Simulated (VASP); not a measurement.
# TiC (I4/mmm) in VASP: further runs, part 2 of 2

VASP 6.6.1. The steps go on from the part before.

## Step 3: Single point, PBE

This run uses another cell than the first one, of the same volume but with other edges.

File INCAR:

```
PREC = Accurate
ENCUT = 520
EDIFF = 1E-6
ISMEAR = 0
SIGMA = 0.15
LREAL = False
LASPH = True
NELM = 100
ALGO = Normal
ISIF = 2
LWAVE = False
LCHARG = False
GGA = PE
NBANDS = 15
```

File KPOINTS:

```
Automatic mesh
0
Gamma
  20 20 20
```

File POSCAR:

```
TiC
1.0
    0.0000000000      1.9280018810      2.7261946598
    1.9280018810      0.0000000000      2.7261946598
    1.9280018810      1.9280018810      0.0000000000
Ti C
1 1
Direct
    0.0000000000      0.0000000000      0.0000000000
    0.5000000000      0.5000000000      0.5000000000
```

Potentials or basis: VASP PAW PBE potentials, release 64 (Ti_sv, C).

On the command line:

```console
$ cat potpaw_PBE.64/Ti_sv/POTCAR potpaw_PBE.64/C/POTCAR > POTCAR
$ mpirun -np 1 vasp_std > vasp.out
```

OUTCAR:

```text
PREC = Accurate
   ENCUT = 520
   EDIFF = 1E-6
   ISMEAR = 0
   LREAL = False
   LASPH = True
   NELM = 100
   ISIF = 2
   GGA = PE

 ion  position               nearest neighbor table
   1  0.000  0.000  0.000-   2 1.93   2 1.93   2 1.93   2 1.93
   2  0.500  0.500  0.500-   1 1.93   1 1.93   1 1.93   1 1.93

  LATTYP: Found a body centered tetragonal cell.
 ALAT       =     2.7266064084
 C/A-ratio  =     1.9996979772

  Lattice vectors:

 A1 = (  -1.9280018810,   0.0000000000,   2.7261946598)
 A2 = (   1.9280018810,   0.0000000000,   2.7261946598)
 A3 = (   0.0000000000,   1.9280018810,  -2.7261946598)

Analysis of symmetry for initial positions (statically):
=====================================================================
 Subroutine PRICEL returns:
 Original cell was already a primitive cell.

 Routine SETGRP: Setting up the symmetry group for a
 body centered tetragonal supercell.

 Subroutine GETGRP returns: Found 16 space group operations
 (whereof 16 operations were pure point group operations)
 out of a pool of 16 trial point group operations.

The static configuration has the point symmetry D_4h.

Analysis of symmetry for dynamics (positions and initial velocities):
=====================================================================
 Subroutine PRICEL returns:
 Original cell was already a primitive cell.

 Routine SETGRP: Setting up the symmetry group for a
 body centered tetragonal supercell.

 Subroutine GETGRP returns: Found 16 space group operations
 (whereof 16 operations were pure point group operations)
 out of a pool of 16 trial point group operations.

The dynamic configuration has the point symmetry D_4h.

 Subroutine INISYM returns: Found 16 space group operations
 (whereof 16 operations are pure point group operations),
 and found     1 'primitive' translations

----------------------------------------------------------------------------------------

                                     Primitive cell

  volume of cell :      20.2676

  direct lattice vectors                    reciprocal lattice vectors
     0.000000000  1.928001881  2.726194660    -0.259335847  0.259335847  0.183405832
     1.928001881  0.000000000  2.726194660     0.259335847 -0.259335847  0.183405832
     1.928001881  1.928001881  0.000000000     0.259335847  0.259335847 -0.183405832

  length of vectors
     3.339061032  3.339061032  2.726606408     0.410058364  0.410058364  0.410058364

  position of ions in fractional coordinates (direct lattice)
     0.000000000  0.000000000  0.000000000
     0.500000000  0.500000000  0.500000000

  ion indices of the primitive-cell ions
   primitive index   ion index
                 1           1
                 2           2

----------------------------------------------------------------------------------------

 KPOINTS: Automatic mesh

Automatic generation of k-mesh.
 Grid dimensions read from file:
 generate k-points for:   20   20   20

 Generating k-lattice:

  Cartesian coordinates                     Fractional coordinates (reciprocal lattice)
    -0.012966792  0.012966792  0.009170292     0.050000000  0.000000000  0.000000000
     0.012966792 -0.012966792  0.009170292     0.000000000  0.050000000  0.000000000
[... 42 lines left out ...]
   total plane-waves  NPLWV =  15680
   dimension x,y,z NGX =    28 NGY =   28 NGZ =   20
   dimension x,y,z NGXF=    56 NGYF=   56 NGZF=   40
   ions per type =               1   1
   NGX,Y,Z   is equivalent  to a cutoff of  13.94, 13.94, 12.19 a.u.
   NGXF,Y,Z  is equivalent  to a cutoff of  27.88, 27.88, 24.39 a.u.
 SYSTEM =  unknown system
   PREC   = accura    normal or accurate (medium, high low for compatibility)
   ISTART =      0    job   : 0-new  1-cont  2-samecut
   ICHARG =      2    charge: 1-file 2-atom 10-const
   ISPIN  =      1    spin polarized calculation?
   LNONCOLLINEAR =      F non collinear calculations
   LSORBIT =      F    spin-orbit coupling
   LASPH  =      T    aspherical Exc in radial PAW
   ENCUT  =  520.0 eV  38.22 Ry    6.18 a.u.   6.21  6.21  5.07*2*pi/ulx,y,z
   NELM   =    100;   NELMIN=  2; NELMDL= -5     # of ELM steps
   EDIFF  = 0.1E-05   stopping-criterion for ELM
   LREAL  =      F    real-space projection
   EDIFFG = 0.1E-04   stopping-criterion for IOM
   NSW    =      0    number of steps for IOM
   IBRION =     -1    ionic relax: 0-MD 1-quasi-New 2-CG
   NFREE  =      0    steps in history (QN), initial steepest desc. (CG)
   ISIF   =      2    stress and relaxation
   ISYM   =      2    0-nonsym 1-usesym 2-fastsym
   POTIM  = 0.5000    time-step for ionic-motion
   TEBEG  =    0.0;   TEEND  =   0.0 temperature during run
   PSTRESS=    0.0 pullay stress
   NELECT =      16.0000    total number of electrons
   NUPDOWN=      -1.0000    fix difference up-down
   EMIN   =  10.00;   EMAX   =-10.00  energy-range for DOS
   EFERMI =   0.00;   METHOD = LEGACY
   ISMEAR =     0;   SIGMA  =   0.15  broadening in eV -4-tet -1-fermi 0-gaus
   EFERMI_NEDOS =   21; number of points for ismear=-14 and -15
   IALGO  =     38    algorithm
   IMIX   =      4    mixing-type and parameters
     AMIX     =   0.40;   BMIX     =  1.00
     AMIX_MAG =   1.60;   BMIX_MAG =  1.00
  volume/ion in A,a.u.               =      10.13        68.39
  Fermi-wavevector in a.u.,A,eV,Ry     =   1.513030  2.859212 31.147275  2.289260
  Thomas-Fermi vector in A             =   2.622876
   LORBIT       =      0    0 simple, 1 ext, 2 COOP (PROOUT), +10 PAW based schemes
   GGA     = PE    functional components
   LHFCALC =     F    Hartree Fock is set to
   AEXX    =    0.0000 exact exchange contribution
   IVDW    =     0    specifies the selected vdW correction
   LEPSILON=     F    determine dielectric tensor
   LRPA    =     F    only Hartree local field effects (RPA)
 non-spin polarized calculation
 Gauss-broadening in eV      SIGMA  =   0.15
  energy-cutoff  :      520.00
  volume of cell :       20.27
 maximum number of plane-waves:       559
 NGX is ok and might be reduce to    28

 number of electron      16.0000001 magnetization

 Free energy of the ion-electron system (eV)
  ---------------------------------------------------
  ext. energy  EPLUGINS =         0.00000000
  ---------------------------------------------------
  free energy    TOTEN  =       -16.91781303 eV

  energy without entropy =      -16.91384601  energy(sigma->0) =      -16.91582952

 E-fermi :   9.5006     XC(G=0): -12.4777

 val. band max:        9.4822060731   @ k =   0.3000   0.2000   0.0500
 cond. band min:       9.5101028898   @ k =   0.2500   0.1500   0.0500
 fundamental gap:      0.0278968167
 Fermi energy:         9.5006004747

 k-point     1 :       0.0000    0.0000    0.0000
  band No.  band energies     occupation
      1     -46.8095      2.00000
      2     -23.2105      2.00000
      3     -22.6559      2.00000
      4     -22.6559      2.00000
      5      -3.0086      2.00000
      6       8.5902      2.00000
      7       8.6048      2.00000
      8       9.9432      0.00003
      9      11.4602      0.00000
     10      11.4602      0.00000
     11      11.7264      0.00000
     12      11.7264      0.00000
     13      12.4460      0.00000
     14      21.3161      0.00000
[... 401 lines left out ...]
      2     -23.4489      2.00000
      3     -23.2145      2.00000
      4     -22.5578      2.00000
      5       0.2047      2.00000
      6       4.5838      2.00000
      7       5.7989      2.00000
      8       6.4040      2.00000
      9      11.6115      0.00000
     10      12.3828      0.00000
     11      14.1096      0.00000
     12      15.4802      0.00000
     13      17.7190      0.00000
     14      20.5627      0.00000
     15      24.2062      0.00000

 [... further k-points ...]

------------------------ aborting loop because EDIFF is reached ----------------------------------------

  FORCE on cell =-STRESS in cart. coord.  units (eV):
  Direction    XX          YY          ZZ          XY          YZ          ZX
  --------------------------------------------------------------------------------------
  -------------------------------------------------------------------------------------
  Total       12.0985396     12.0985396     -3.7661605      0.0000000     -0.0000000     -0.0000000
  in kB      956.4048455    956.4048455   -297.7197462      0.0000000     -0.0000000     -0.0000000
  external PRESSURE =     538.3633150 kB  Pullay stress =       0.0000000 kB

 VOLUME and BASIS-vectors are now :
 -----------------------------------------------------------------------------
  energy-cutoff  :      520.00
  volume of cell :       20.27
      direct lattice vectors                 reciprocal lattice vectors
     0.000000000  1.928001881  2.726194660    -0.259335847  0.259335847  0.183405832
     1.928001881  0.000000000  2.726194660     0.259335847 -0.259335847  0.183405832
     1.928001881  1.928001881  0.000000000     0.259335847  0.259335847 -0.183405832

 POSITION                                       TOTAL-FORCE (eV/Angst)
 -----------------------------------------------------------------------------------
      0.00000      0.00000      0.00000         0.000000      0.000000     -0.000000
      1.92800      1.92800      2.72619        -0.000000     -0.000000      0.000000
 -----------------------------------------------------------------------------------
    total drift:                               -0.000000      0.000000      0.000000

  FREE ENERGIE OF THE ION-ELECTRON SYSTEM (eV)
  ---------------------------------------------------
  free  energy   TOTEN  =       -16.9178130290 eV

  energy  without entropy=      -16.9138460085  energy(sigma->0) =      -16.91582952
```

stdout:

```text
POSCAR found type information on POSCAR TiC
 POSCAR found :  2 types and       2 ions
 scaLAPACK will be used
 LDA part: xc-table for (Slater+PW92), standard interpolation
 POSCAR, INCAR and KPOINTS ok, starting setup
 FFT: planning ... GRIDC
 FFT: planning ... GRID_SOFT
 FFT: planning ... GRID
 WAVECAR not read
 entering main loop
```

It took 1.8 min on 1 thread of AMD EPYC 9R45 (Zen 5), shared host; peak memory 0.28 GiB.

What came out:

* Free energy: -16.9178 eV
* Pressure: 53.8 GPa
* Band gap on the k mesh: zero (band 8 reaches 11.22 eV, above the bottom of band 9 at 8.69 eV)
